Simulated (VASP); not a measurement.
# Se (Pm-3m) in VASP: notebook, part 2 of 2

VASP 6.6.1. The steps go on from the part before.

## 3. Single point, LDA (volume scaled by 0.96)

Input file INCAR:

```
SYSTEM = Se
PREC = Accurate
ENCUT = 520
EDIFF = 1E-6
ISMEAR = -1
SIGMA = 0.1
LREAL = .FALSE.
LASPH = .TRUE.
NELM = 60
ALGO = Normal
ISIF = 2
LWAVE = .FALSE.
LCHARG = .FALSE.
GGA = CA
NBANDS = 9
```

Input file KPOINTS:

```
Automatic mesh
0
G
  13 13 13
  0 0 0
```

Input file POSCAR:

```
Se
1.0
    2.7320430999      0.0000000000      0.0000000000
    0.0000000000      2.7320430999      0.0000000000
    0.0000000000      0.0000000000      2.7320430999
Se
1
Direct
    0.0000000000      0.0000000000      0.0000000000
```

Potentials or basis: VASP PAW LDA potentials, release 64 (Se).

Started as:

```
> cat potpaw_LDA.64/Se/POTCAR > POTCAR
> mpirun -np 1 vasp_std > vasp.out
```

OUTCAR:

```text
SYSTEM = Se
   PREC = Accurate
   ENCUT = 520
   EDIFF = 1E-6
   ISMEAR = -1
   LREAL = .FALSE.
   LASPH = .TRUE.
   NELM = 60
   ISIF = 2
   GGA = CA

 ion  position               nearest neighbor table
   1  0.000  0.000  0.000-

  LATTYP: Found a simple cubic cell.
 ALAT       =     2.7320430999

  Lattice vectors:

 A1 = (   2.7320430999,   0.0000000000,   0.0000000000)
 A2 = (   0.0000000000,   2.7320430999,   0.0000000000)
 A3 = (   0.0000000000,   0.0000000000,   2.7320430999)

Analysis of symmetry for initial positions (statically):
=====================================================================
 Subroutine PRICEL returns:
 Original cell was already a primitive cell.

 Routine SETGRP: Setting up the symmetry group for a
 simple cubic supercell.

 Subroutine GETGRP returns: Found 48 space group operations
 (whereof 48 operations were pure point group operations)
 out of a pool of 48 trial point group operations.

The static configuration has the point symmetry O_h .

Analysis of symmetry for dynamics (positions and initial velocities):
=====================================================================
 Subroutine PRICEL returns:
 Original cell was already a primitive cell.

 Routine SETGRP: Setting up the symmetry group for a
 simple cubic supercell.

 Subroutine GETGRP returns: Found 48 space group operations
 (whereof 48 operations were pure point group operations)
 out of a pool of 48 trial point group operations.

The dynamic configuration has the point symmetry O_h .

 Subroutine INISYM returns: Found 48 space group operations
 (whereof 48 operations are pure point group operations),
 and found     1 'primitive' translations

----------------------------------------------------------------------------------------

                                     Primitive cell

  volume of cell :      20.3921

  direct lattice vectors                    reciprocal lattice vectors
     2.732043100  0.000000000  0.000000000     0.366026436  0.000000000  0.000000000
     0.000000000  2.732043100  0.000000000     0.000000000  0.366026436  0.000000000
     0.000000000  0.000000000  2.732043100     0.000000000  0.000000000  0.366026436

  length of vectors
     2.732043100  2.732043100  2.732043100     0.366026436  0.366026436  0.366026436

  position of ions in fractional coordinates (direct lattice)
     0.000000000  0.000000000  0.000000000

  ion indices of the primitive-cell ions
   primitive index   ion index
                 1           1

----------------------------------------------------------------------------------------

 KPOINTS: Automatic mesh

Automatic generation of k-mesh.
 Grid dimensions read from file:
 generate k-points for:   13   13   13

 Generating k-lattice:

  Cartesian coordinates                     Fractional coordinates (reciprocal lattice)
     0.028155880  0.000000000  0.000000000     0.076923077  0.000000000  0.000000000
     0.000000000  0.028155880  0.000000000     0.000000000  0.076923077  0.000000000
     0.000000000  0.000000000  0.028155880     0.000000000  0.000000000  0.076923077

  Length of vectors
     0.028155880  0.028155880  0.028155880

  Shift w.r.t. Gamma in fractional coordinates (k-lattice)
     0.000000000  0.000000000  0.000000000

 Subroutine IBZKPT returns following result:
 ===========================================

 Found     84 irreducible k-points:

 Following reciprocal coordinates:
            Coordinates               Weight
  0.000000  0.000000  0.000000      1.000000
  0.076923  0.000000  0.000000      6.000000
  0.153846  0.000000  0.000000      6.000000
  0.230769  0.000000  0.000000      6.000000
  0.307692  0.000000  0.000000      6.000000
  0.384615  0.000000  0.000000      6.000000
[... 16 lines left out ...]
  0.307692  0.307692  0.000000     12.000000
  0.384615  0.307692  0.000000     24.000000
 [... further k-points ...]
   k-points           NKPTS =     84   k-points in BZ     NKDIM =     84   number of bands    NBANDS=      9
   number of dos      NEDOS =    301   number of ions     NIONS =      1
   total plane-waves  NPLWV =   8000
   dimension x,y,z NGX =    20 NGY =   20 NGZ =   20
   dimension x,y,z NGXF=    40 NGYF=   40 NGZF=   40
   ions per type =               1
   NGX,Y,Z   is equivalent  to a cutoff of  12.17, 12.17, 12.17 a.u.
   NGXF,Y,Z  is equivalent  to a cutoff of  24.34, 24.34, 24.34 a.u.
 SYSTEM =  Se
   PREC   = accura    normal or accurate (medium, high low for compatibility)
   ISTART =      0    job   : 0-new  1-cont  2-samecut
   ICHARG =      2    charge: 1-file 2-atom 10-const
   ISPIN  =      1    spin polarized calculation?
   LNONCOLLINEAR =      F non collinear calculations
   LSORBIT =      F    spin-orbit coupling
   LASPH  =      T    aspherical Exc in radial PAW
   ENCUT  =  520.0 eV  38.22 Ry    6.18 a.u.   5.08  5.08  5.08*2*pi/ulx,y,z
   NELM   =     60;   NELMIN=  2; NELMDL= -5     # of ELM steps
   EDIFF  = 0.1E-05   stopping-criterion for ELM
   LREAL  =      F    real-space projection
   EDIFFG = 0.1E-04   stopping-criterion for IOM
   NSW    =      0    number of steps for IOM
   IBRION =     -1    ionic relax: 0-MD 1-quasi-New 2-CG
   NFREE  =      0    steps in history (QN), initial steepest desc. (CG)
   ISIF   =      2    stress and relaxation
   ISYM   =      2    0-nonsym 1-usesym 2-fastsym
   POTIM  = 0.5000    time-step for ionic-motion
   TEBEG  =    0.0;   TEEND  =   0.0 temperature during run
   PSTRESS=    0.0 pullay stress
   NELECT =       6.0000    total number of electrons
   NUPDOWN=      -1.0000    fix difference up-down
   EMIN   =  10.00;   EMAX   =-10.00  energy-range for DOS
   EFERMI =   0.00;   METHOD = LEGACY
   ISMEAR =    -1;   SIGMA  =   0.10  broadening in eV -4-tet -1-fermi 0-gaus
   EFERMI_NEDOS =   21; number of points for ismear=-14 and -15
   IALGO  =     38    algorithm
   IMIX   =      4    mixing-type and parameters
     AMIX     =   0.40;   BMIX     =  1.00
     AMIX_MAG =   1.60;   BMIX_MAG =  1.00
  volume/ion in A,a.u.               =      20.39       137.61
  Fermi-wavevector in a.u.,A,eV,Ry     =   1.088857  2.057642 16.131211  1.185611
  Thomas-Fermi vector in A             =   2.225048
   LORBIT       =      0    0 simple, 1 ext, 2 COOP (PROOUT), +10 PAW based schemes
   GGA     = CA    functional components
   LHFCALC =     F    Hartree Fock is set to
   AEXX    =    0.0000 exact exchange contribution
   IVDW    =     0    specifies the selected vdW correction
   LEPSILON=     F    determine dielectric tensor
   LRPA    =     F    only Hartree local field effects (RPA)
 non-spin polarized calculation
  energy-cutoff  :      520.00
  volume of cell :       20.39
 maximum number of plane-waves:       556
   NGX = 11   NGY = 11   NGZ = 11

 number of electron       6.0000003 magnetization

 Free energy of the ion-electron system (eV)
  ---------------------------------------------------
  ext. energy  EPLUGINS =         0.00000000
  ---------------------------------------------------
  free energy    TOTEN  =        -4.07891278 eV

  energy without entropy =       -4.06504577  energy(sigma->0) =       -4.07197927

 E-fermi :   6.0926     XC(G=0): -10.6063

 val. band max:        5.9839709865   @ k =   0.2308   0.2308   0.1538
 cond. band min:       6.1708785345   @ k =   0.4615   0.3846   0.2308
 fundamental gap:      0.1869075480
 Fermi energy:         6.0926095615

 k-point     1 :       0.0000    0.0000    0.0000
  band No.  band energies     occupation
      1     -10.9525      2.00000
      2       7.5835      0.00000
      3       7.5835      0.00000
      4       7.5835      0.00000
      5      13.6712      0.00000
      6      13.6712      0.00000
      7      14.2786      0.00000
      8      29.3115      0.00000
      9      29.3115      0.00000

 k-point     2 :       0.0769    0.0000    0.0000
  band No.  band energies     occupation
      1     -10.8571      2.00000
      2       6.5349      0.02370
      3       7.6602      0.00000
      4       7.6602      0.00000
      5      13.7638      0.00000
      6      14.1301      0.00000
      7      15.1607      0.00000
      8      27.6632      0.00000
      9      27.6632      0.00000
[... 253 lines left out ...]
 k-point    24 :       0.3846    0.3077    0.0000
  band No.  band energies     occupation
      1      -7.5823      2.00000
      2       0.4129      2.00000
      3       2.3902      2.00000
      4       9.9753      0.00000
      5      11.4592      0.00000
      6      17.9326      0.00000
      7      21.8876      0.00000
      8      23.1974      0.00000
      9      23.7612      0.00000

 [... further k-points ...]

------------------------ aborting loop because EDIFF is reached ----------------------------------------

  FORCE on cell =-STRESS in cart. coord.  units (eV):
  Direction    XX          YY          ZZ          XY          YZ          ZX
  --------------------------------------------------------------------------------------
  -------------------------------------------------------------------------------------
  Total        0.5149661      0.5149661      0.5149661     -0.0000000     -0.0000000      0.0000000
  in kB       40.4600632     40.4600632     40.4600632     -0.0000000     -0.0000000      0.0000000
  external PRESSURE =      40.4600632 kB  Pullay stress =       0.0000000 kB

 VOLUME and BASIS-vectors are now :
 -----------------------------------------------------------------------------
  energy-cutoff  :      520.00
  volume of cell :       20.39
      direct lattice vectors                 reciprocal lattice vectors
     2.732043100  0.000000000  0.000000000     0.366026436  0.000000000  0.000000000
     0.000000000  2.732043100  0.000000000     0.000000000  0.366026436  0.000000000
     0.000000000  0.000000000  2.732043100     0.000000000  0.000000000  0.366026436

 POSITION                                       TOTAL-FORCE (eV/Angst)
 -----------------------------------------------------------------------------------
      0.00000      0.00000      0.00000         0.000000      0.000000      0.000000
 -----------------------------------------------------------------------------------
    total drift:                               -0.000000     -0.000000      0.000000

  FREE ENERGIE OF THE ION-ELECTRON SYSTEM (eV)
  ---------------------------------------------------
  free  energy   TOTEN  =        -4.0789127770 eV

  energy  without entropy=       -4.0650457705  energy(sigma->0) =       -4.07197927
```

Wall time 5.2 s (1 thread of Intel Xeon Platinum 8488C (Sapphire Rapids), shared host); peak memory 0.12 GiB.

What came out:

```yaml
Free_energy: -4.0789 eV
Pressure: 4.0 GPa
Band_gap_on_the_k_mesh: zero (band 3 reaches 9.24 eV, above the bottom of band 4 at 2.41 eV)
```

Caveat: the cell differs from its parent crystal (volume scaled by 0.96).

## 4. Single point, LDA

This run uses another cell than the first one, of 21.24 Å³/atom, 1.087 times its volume.

Input file INCAR:

```
PREC     = Accurate       # precision mode
ENCUT    = 520            # plane-wave cutoff, eV
EDIFF    = 1E-6           # SCF threshold, eV
ISMEAR   = -1             # smearing method
SIGMA    = 0.1            # smearing width, eV
LREAL    = F              # projectors in reciprocal space
LASPH    = T              # aspherical terms in the spheres
NELM     = 100            # most SCF steps
ALGO     = Normal         # electronic algorithm
ISIF     = 2              # what is computed and relaxed
LWAVE    = F              # write WAVECAR
LCHARG   = T              # write CHGCAR
LELF     = T              # ELF
LVHAR    = T            
NBANDS   = 9              # bands
```

Input file KPOINTS:

```
regular mesh
0
Gamma
  13 13 13
```

Input file POSCAR:

```
Se
1.0
    2.7694729991      0.0000000000      0.0000000000
    0.0000000000      2.7694729991      0.0000000000
    0.0000000000      0.0000000000      2.7694729991
Se
1
Direct
    0.0000000000      0.0000000000      0.0000000000
```

Started as:

```
> cat potpaw_LDA.64/Se/POTCAR > POTCAR
> mpirun -np 1 vasp_std > vasp.out
```

It took 5.8 s on 1 thread of Intel Xeon Platinum 8488C (Sapphire Rapids), shared host; peak memory 0.13 GiB.

The run converged. Its results:

| Property | Result |
| --- | --- |
| Free energy | -4.0897 eV |
| Pressure | 0.1 GPa |
| Band gap on the k mesh | zero (band 3 reaches 8.52 eV, above the bottom of band 4 at 2.03 eV) |

Levels at points of the mesh, in eV from the Fermi level:
```
           k point  band 1  band 2  band 3  band 4  band 5  band 6  band 7  band 8
(0.00, 0.00, 0.00)  -16.63    1.44    1.44    1.44    7.67    7.67    7.96   22.80
```

## 5. The runs side by side

```tsv
cell	gap on the mesh (eV)	pressure (GPa)
a = 2.694 Å, 1 atom	none	8.9
a = 2.732 Å, 1 atom	none	4.0
a = 2.769 Å, 1 atom	none	0.1
```

Alike in all rows: task single point; level LDA; potentials or basis VASP PAW LDA potentials, release 64 (Se); no spin polarisation; k mesh 13 × 13 × 13; cutoff (eV) 520; smearing fermi-dirac 0.1 eV.

Total energies depend on the potentials used, so only differences within one code and one set of settings carry meaning.
